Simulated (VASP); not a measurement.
# As in VASP: a series of runs

Runs on As. Level: PBE. Tasks: single point.

All numbers are computed with VASP 6.6.1; they aren't measurements. Logs are shortened: lines on timing, memory, paths and dates and some standing lists are left out, and cuts for length are marked.

### 1 The cell of the first run

The typed cell holds 2 atoms: a = 4.131 Å, b = 4.131 Å, c = 4.131 Å, α = 54.17°, β = 54.17°, γ = 54.17°.

### 2 Single point, PBE

File INCAR:

```
ALGO = Normal ; EDIFF = 1E-6
ENCUT = 500 ; GGA = PE
GGA_COMPAT = F ; ISIF = 2
ISMEAR = -1 ; LASPH = T
LCHARG = T ; LELF = T
LREAL = F ; LVHAR = T
LWAVE = F ; NBANDS = 12
NELM = 120 ; PREC = Accurate
SIGMA = 0.05
```

File KPOINTS:

```
k-points
0
Gamma
  5 5 5
```

File POSCAR:

```
As
1.0
    1.8807968987      1.0858785957      3.5140619945
   -1.8807968987      1.0858785957      3.5140619945
    0.0000000000     -2.1717571915      3.5140619945
As
2
Direct
    0.2204780000      0.2257670000      0.2270070000
    0.7773660000      0.7716110000      0.7713660000
```

Potentials or basis: VASP PAW PBE potentials, release 64 (As).

Started as:

```
$ cat potpaw_PBE.64/As/POTCAR > POTCAR
$ mpirun -np 1 vasp_std > vasp.out
```

OUTCAR:

```text
EDIFF = 1E-6
   ENCUT = 500
   GGA = PE
   ISIF = 2
   ISMEAR = -1
   LASPH = T
   LREAL = F
   NELM = 120
   PREC = Accurate

 ion  position               nearest neighbor table
   1  0.220  0.226  0.227-   2 2.49   2 2.49   2 2.52
   2  0.777  0.772  0.771-   1 2.49   1 2.49   1 2.52

  LATTYP: Found a trigonal (rhomboedric) cell.
 ALAT       =     4.1310000000
 COS(alpha) =     0.5854247172

  Lattice vectors:

 A1 = (   1.8807968987,   1.0858785957,   3.5140619945)
 A2 = (  -1.8807968987,   1.0858785957,   3.5140619945)
 A3 = (   0.0000000000,  -2.1717571915,   3.5140619945)

Analysis of symmetry for initial positions (statically):
=====================================================================
 Subroutine PRICEL returns:
 Original cell was already a primitive cell.

 Routine SETGRP: Setting up the symmetry group for a
 trigonal (rhombohedral) supercell.

 Subroutine GETGRP returns: Found  2 space group operations
 (whereof  1 operations were pure point group operations)
 out of a pool of 12 trial point group operations.

The static configuration has the point symmetry C_1 .
 The point group associated with its full space group is S_2 .

Analysis of symmetry for dynamics (positions and initial velocities):
=====================================================================
 Subroutine PRICEL returns:
 Original cell was already a primitive cell.

 Routine SETGRP: Setting up the symmetry group for a
 trigonal (rhombohedral) supercell.

 Subroutine GETGRP returns: Found  2 space group operations
 (whereof  1 operations were pure point group operations)
 out of a pool of 12 trial point group operations.

The dynamic configuration has the point symmetry C_1 .
 The point group associated with its full space group is S_2 .

 Subroutine INISYM returns: Found  2 space group operations
 (whereof  1 operations are pure point group operations),
 and found     1 'primitive' translations

----------------------------------------------------------------------------------------

                                     Primitive cell

  volume of cell :      43.0610

  direct lattice vectors                    reciprocal lattice vectors
     1.880796899  1.085878596  3.514061995     0.265844760  0.153485544  0.094856987
    -1.880796899  1.085878596  3.514061995    -0.265844760  0.153485544  0.094856987
     0.000000000 -2.171757191  3.514061995     0.000000000 -0.306971087  0.094856987

  length of vectors
     4.131000000  4.131000000  4.131000000     0.321292852  0.321292852  0.321292852

  position of ions in fractional coordinates (direct lattice)
     0.220478000  0.225767000  0.227007000
     0.777366000  0.771611000  0.771366000

  ion indices of the primitive-cell ions
   primitive index   ion index
                 1           1
                 2           2

----------------------------------------------------------------------------------------

 KPOINTS: k-points

Automatic generation of k-mesh.
 Grid dimensions read from file:
 generate k-points for:    5    5    5

 Generating k-lattice:

  Cartesian coordinates                     Fractional coordinates (reciprocal lattice)
     0.053168952  0.030697109  0.018971397     0.200000000  0.000000000 -0.000000000
    -0.053168952  0.030697109  0.018971397     0.000000000  0.200000000 -0.000000000
     0.000000000 -0.061394217  0.018971397    -0.000000000 -0.000000000  0.200000000

  Length of vectors
     0.064258570  0.064258570  0.064258570

  Shift w.r.t. Gamma in fractional coordinates (k-lattice)
     0.000000000  0.000000000  0.000000000

 Subroutine IBZKPT returns following result:
 ===========================================

 Found     63 irreducible k-points:

 Following reciprocal coordinates:
            Coordinates               Weight
  0.000000  0.000000  0.000000      1.000000
  0.200000  0.000000  0.000000      2.000000
  0.000000  0.200000  0.000000      2.000000
 -0.000000 -0.000000  0.200000      2.000000
  0.400000  0.000000  0.000000      2.000000
  0.000000  0.400000  0.000000      2.000000
[... 16 lines left out ...]
 -0.200000  0.200000  0.000000      2.000000
  0.200000  0.000000 -0.200000      2.000000
 [... further k-points ...]
   k-points           NKPTS =     63   k-points in BZ     NKDIM =     63   number of bands    NBANDS=     12
   number of dos      NEDOS =    301   number of ions     NIONS =      2
   total plane-waves  NPLWV =  27000
   dimension x,y,z NGX =    30 NGY =   30 NGZ =   30
   dimension x,y,z NGXF=    60 NGYF=   60 NGZF=   60
   ions per type =               2
   NGX,Y,Z   is equivalent  to a cutoff of  12.07, 12.07, 12.07 a.u.
   NGXF,Y,Z  is equivalent  to a cutoff of  24.15, 24.15, 24.15 a.u.
 SYSTEM =  unknown system
   PREC   = accura    normal or accurate (medium, high low for compatibility)
   ISTART =      0    job   : 0-new  1-cont  2-samecut
   ICHARG =      2    charge: 1-file 2-atom 10-const
   ISPIN  =      1    spin polarized calculation?
   LNONCOLLINEAR =      F non collinear calculations
   LSORBIT =      F    spin-orbit coupling
   LASPH  =      T    aspherical Exc in radial PAW
   ENCUT  =  500.0 eV  36.75 Ry    6.06 a.u.   7.53  7.53  7.53*2*pi/ulx,y,z
   NELM   =    120;   NELMIN=  2; NELMDL= -5     # of ELM steps
   EDIFF  = 0.1E-05   stopping-criterion for ELM
   LREAL  =      F    real-space projection
   EDIFFG = 0.1E-04   stopping-criterion for IOM
   NSW    =      0    number of steps for IOM
   IBRION =     -1    ionic relax: 0-MD 1-quasi-New 2-CG
   NFREE  =      0    steps in history (QN), initial steepest desc. (CG)
   ISIF   =      2    stress and relaxation
   ISYM   =      2    0-nonsym 1-usesym 2-fastsym
   POTIM  = 0.5000    time-step for ionic-motion
   TEBEG  =    0.0;   TEEND  =   0.0 temperature during run
   PSTRESS=    0.0 pullay stress
   NELECT =      10.0000    total number of electrons
   NUPDOWN=      -1.0000    fix difference up-down
   EMIN   =  10.00;   EMAX   =-10.00  energy-range for DOS
   EFERMI =   0.00;   METHOD = LEGACY
   ISMEAR =    -1;   SIGMA  =   0.05  broadening in eV -4-tet -1-fermi 0-gaus
   EFERMI_NEDOS =   21; number of points for ismear=-14 and -15
   IALGO  =     38    algorithm
   IMIX   =      4    mixing-type and parameters
     AMIX     =   0.40;   BMIX     =  1.00
     AMIX_MAG =   1.60;   BMIX_MAG =  1.00
  volume/ion in A,a.u.               =      21.53       145.29
  Fermi-wavevector in a.u.,A,eV,Ry     =   1.006268  1.901570 13.776916  1.012575
  Thomas-Fermi vector in A             =   2.138999
   LORBIT       =      0    0 simple, 1 ext, 2 COOP (PROOUT), +10 PAW based schemes
   GGA     = PE    functional components
   LHFCALC =     F    Hartree Fock is set to
   AEXX    =    0.0000 exact exchange contribution
   IVDW    =     0    specifies the selected vdW correction
   LEPSILON=     F    determine dielectric tensor
   LRPA    =     F    only Hartree local field effects (RPA)
 non-spin polarized calculation
  energy-cutoff  :      500.00
  volume of cell :       43.06
 maximum number of plane-waves:      1111
 NGX is ok and might be reduce to    30

 number of electron      10.0000000 magnetization

 Free energy of the ion-electron system (eV)
  ---------------------------------------------------
  ext. energy  EPLUGINS =         0.00000000
  ---------------------------------------------------
  free energy    TOTEN  =        -9.36487959 eV

  energy without entropy =       -9.35908273  energy(sigma->0) =       -9.36198116

 E-fermi :   5.5759     XC(G=0):  -9.9680

 val. band max:        5.5503811715   @ k =   0.2000   0.2000   0.4000
 cond. band min:       5.6151216430   @ k =   0.0000   0.0000   0.4000
 fundamental gap:      0.0647404714
 Fermi energy:         5.5759391654

 k-point     1 :       0.0000    0.0000    0.0000
  band No.  band energies     occupation
      1      -9.6228      2.00000
      2      -0.3275      2.00000
      3       2.9963      2.00000
      4       3.3287      2.00000
      5       3.4724      2.00000
      6       7.0115      0.00000
      7       8.2494      0.00000
      8       8.4571      0.00000
      9      12.2847      0.00000
     10      12.4247      0.00000
     11      12.9018      0.00000
     12      14.2156      0.00000

 k-point     2 :       0.2000    0.0000    0.0000
  band No.  band energies     occupation
      1      -9.0940      2.00000
      2      -1.9351      2.00000
      3       2.7994      2.00000
      4       2.9918      2.00000
      5       3.7228      2.00000
      6       6.9760      0.00000
      7       7.7332      0.00000
      8       7.9869      0.00000
      9      11.2423      0.00000
     10      11.9368      0.00000
     11      12.6027      0.00000
     12      16.8024      0.00000

 k-point     3 :       0.0000    0.2000    0.0000
  band No.  band energies     occupation
      1      -9.0889      2.00000
      2      -1.9649      2.00000
      3       2.7268      2.00000
      4       3.0679      2.00000
      5       3.7489      2.00000
      6       7.0042      0.00000
      7       7.8193      0.00000
      8       7.9258      0.00000
      9      11.1805      0.00000
     10      11.9273      0.00000
     11      12.6032      0.00000
     12      16.8058      0.00000

 k-point     4 :      -0.0000   -0.0000    0.2000
  band No.  band energies     occupation
      1      -9.0883      2.00000
      2      -1.9685      2.00000
      3       2.7172      2.00000
      4       3.0786      2.00000
      5       3.7509      2.00000
      6       7.0096      0.00000
      7       7.8325      0.00000
      8       7.9141      0.00000
      9      11.1728      0.00000
     10      11.9264      0.00000
     11      12.6027      0.00000
     12      16.8064      0.00000

 k-point     5 :       0.4000    0.0000    0.0000
  band No.  band energies     occupation
      1      -7.6143      2.00000
      2      -4.7198      2.00000
      3       2.5677      2.00000
      4       2.6411      2.00000
      5       4.6256      2.00000
      6       5.6236      0.55651
      7       6.1788      0.00001
      8       7.0825      0.00000
      9      13.0030      0.00000
     10      14.6040      0.00000
     11      15.6420      0.00000
     12      16.6083      0.00000
[... 228 lines left out ...]
      1      -6.5181      2.00000
      2      -5.5929      2.00000
      3       0.4035      2.00000
      4       2.3253      2.00000
      5       3.2723      2.00000
      6       6.9555      0.00000
      7       7.3026      0.00000
      8       9.5886      0.00000
      9      13.0974      0.00000
     10      14.0671      0.00000
     11      14.9693      0.00000
     12      17.9643      0.00000

 k-point    22 :      -0.0000   -0.2000    0.4000
  band No.  band energies     occupation
      1      -6.5115      2.00000
      2      -5.6035      2.00000
      3       0.4272      2.00000
      4       2.3226      2.00000
      5       3.2394      2.00000
      6       6.9472      0.00000
      7       7.3774      0.00000
      8       9.4969      0.00000
      9      13.1410      0.00000
     10      14.0353      0.00000
     11      15.0327      0.00000
     12      17.9420      0.00000

 k-point    23 :      -0.2000    0.2000    0.0000
  band No.  band energies     occupation
      1      -8.1781      2.00000
      2      -3.5006      2.00000
      3       1.1000      2.00000
      4       3.4390      2.00000
      5       3.7096      2.00000
      6       6.2271      0.00000
      7       6.7137      0.00000
      8       9.2645      0.00000
      9      10.8185      0.00000
     10      13.4247      0.00000
     11      15.6229      0.00000
     12      16.3488      0.00000

 k-point    24 :       0.2000    0.0000   -0.2000
  band No.  band energies     occupation
      1      -8.1760      2.00000
      2      -3.5084      2.00000
      3       1.1122      2.00000
      4       3.4358      2.00000
      5       3.6993      2.00000
      6       6.2347      0.00000
      7       6.7234      0.00000
      8       9.2458      0.00000
      9      10.8296      0.00000
     10      13.4378      0.00000
     11      15.6190      0.00000
     12      16.3340      0.00000

 [... further k-points ...]
[... 5 lines left out ...]
  --------------------------------------------------------------------------------------
  -------------------------------------------------------------------------------------
  Total        1.2215902      1.3534687      0.6640573     -0.0847046      0.1128920      0.1520688
  in kB       45.4519244     50.3587533     24.7077003     -3.1516198      4.2003946      5.6580521
  external PRESSURE =      40.1727927 kB  Pullay stress =       0.0000000 kB

 VOLUME and BASIS-vectors are now :
 -----------------------------------------------------------------------------
  energy-cutoff  :      500.00
  volume of cell :       43.06
      direct lattice vectors                 reciprocal lattice vectors
     1.880796899  1.085878596  3.514061995     0.265844760  0.153485544  0.094856987
    -1.880796899  1.085878596  3.514061995    -0.265844760  0.153485544  0.094856987
     0.000000000 -2.171757191  3.514061995     0.000000000 -0.306971087  0.094856987

 POSITION                                       TOTAL-FORCE (eV/Angst)
 -----------------------------------------------------------------------------------
     -0.00995     -0.00844      2.36585         0.105839      0.078403      0.400434
      0.01082      0.00678      8.15383        -0.105839     -0.078403     -0.400434
 -----------------------------------------------------------------------------------
    total drift:                                0.000000      0.000000     -0.000001

  FREE ENERGIE OF THE ION-ELECTRON SYSTEM (eV)
  ---------------------------------------------------
  free  energy   TOTEN  =        -9.3648795909 eV

  energy  without entropy=       -9.3590827324  energy(sigma->0) =       -9.36198116
```

Run time: 44 s. Hardware: 1 thread of Intel Xeon 8259CL, shared host; peak memory 0.18 GiB.

Results:

```yaml
Free_energy: -9.3649 eV
Pressure: 4.0 GPa
Largest_force: 0.422 eV/Å
Band_gap_on_the_k_mesh: 0.06 eV, indirect (least direct gap 0.54 eV)
```

Forces on the atoms (eV/Å):
```
As   0.106  0.078  0.400
As  -0.106 -0.078 -0.400
```

Stress tensor (GPa, compression positive):
```
 4.55 -0.32  0.57
-0.32  5.04  0.42
 0.57  0.42  2.47
```

### 3 Single point, PBE

File INCAR:

```
SYSTEM = As
PREC = Accurate
ENCUT = 500
EDIFF = 1E-6
ISMEAR = -1
SIGMA = 0.03
LREAL = .False.
LASPH = .True.
NELM = 120
ALGO = Normal
ISIF = 2
LWAVE = .False.
LCHARG = .False.
GGA = PE
NBANDS = 12
GGA_COMPAT = .False.
```

File KPOINTS:

```
Automatic mesh
0
Gamma
  5 5 5
  0 0 0
```

File POSCAR:

```
As
1.0
    1.8807968987      1.0858785957      3.5140619945
   -1.8807968987      1.0858785957      3.5140619945
    0.0000000000     -2.1717571915      3.5140619945
As
2
Direct
    0.2260000000      0.2260000000      0.2260000000
    0.7740000000      0.7740000000      0.7740000000
```

Potentials or basis: VASP PAW PBE potentials, release 64 (As).

Started as:

```
$ cat potpaw_PBE.64/As/POTCAR > POTCAR
$ mpirun -np 1 vasp_std > vasp.out
```

It took 23 s on 1 thread of Intel Xeon 8259CL, shared host; peak memory 0.16 GiB.

It converged, with:

```
Free energy            : -9.3682 eV
Pressure               : 3.7 GPa
Largest force          : 0.298 eV/Å
Band gap on the k mesh : 0.09 eV, indirect (least direct gap 0.53 eV)
```

Forces on the atoms (eV/Å):
```
As   0.000  0.000  0.298
As   0.000  0.000 -0.298
```

Stress tensor (GPa, compression positive):
```
4.61 0.00 0.00
0.00 4.61 0.00
0.00 0.00 1.90
```

Levels at points of the mesh, in eV from the valence-band top:
```csv
k point,band 1,band 2,band 3,band 4,band 5,band 6,band 7,band 8,band 9,band 10
"(0.00, 0.00, 0.00)",-15.14,-5.88,-2.57,-2.11,-2.11,1.54,2.83,2.83,6.80,6.80
```

A k mesh can miss the band edges.

### 4 Single point, PBE

File INCAR:

```
PREC = Accurate ; ENCUT = 600
EDIFF = 1E-6 ; ISMEAR = 0
SIGMA = 0.025 ; LREAL = F
LASPH = T ; NELM = 120
ALGO = Normal ; ISIF = 2
LWAVE = F ; LCHARG = T
GGA = PE ; LELF = T
LVHAR = T ; NBANDS = 22
GGA_COMPAT = F
```

File KPOINTS:

```
regular mesh
0
Gamma
  9 9 9
```

POSCAR is that of step 3.

Potentials or basis: VASP PAW PBE potentials, release 64 (As_d).

Started as:

```
$ cat potpaw_PBE.64/As_d/POTCAR > POTCAR
$ mpirun -np 1 vasp_std > vasp.out
```

Wall time 65 s (1 thread of Intel Xeon Platinum 8375C at 2.90GHz (Ice Lake), shared host); peak memory 0.24 GiB.

Results (log left out):

```yaml
Free_energy: -9.3406 eV
Pressure: 3.8 GPa
Largest_force: 0.445 eV/Å
Band_gap_on_the_k_mesh: zero (band 15 reaches 3.83 eV, above the bottom of band 16 at 3.73 eV)
```

Forces in eV/Å, atoms in the order of the input:
```
As   0.000  0.000  0.445
As   0.000  0.000 -0.445
```

Stress tensor (GPa, compression positive):
```
3.91 0.00 0.00
0.00 3.91 0.00
0.00 0.00 3.44
```

Levels at points of the mesh, in eV from the Fermi level:
| k point | band 12 | band 13 | band 14 | band 15 | band 16 | band 17 | band 18 | band 19 |
| --- | --- | --- | --- | --- | --- | --- | --- | --- |
| (0.00, 0.00, 0.00) | -5.79 | -2.47 | -2.04 | -2.04 | 1.60 | 2.91 | 2.91 | 6.93 |

### 5 Summary

```tsv
potentials or basis	k mesh	cutoff (eV)	smearing	second run	gap on the mesh (eV)	pressure (GPa)	largest force (eV/Å)
VASP PAW PBE potentials, release 64 (As)	5 × 5 × 5	500	fermi-dirac 0.05 eV	-	0.06	4.0	0.42
VASP PAW PBE potentials, release 64 (As)	5 × 5 × 5	500	fermi-dirac 0.03 eV	-	0.09	3.7	0.30
VASP PAW PBE potentials, release 64 (As_d)	9 × 9 × 9	600	gaussian 0.025 eV	valence_matched	none	3.8	0.45
```

Some of these runs hold the atoms at other places in the same cell, which the table doesn't show; runs alike in all that it shows share one row.

Alike in all rows: task single point; level PBE; no spin polarisation; cell as given.

Absolute energies hang on the potentials; compare differences alone.
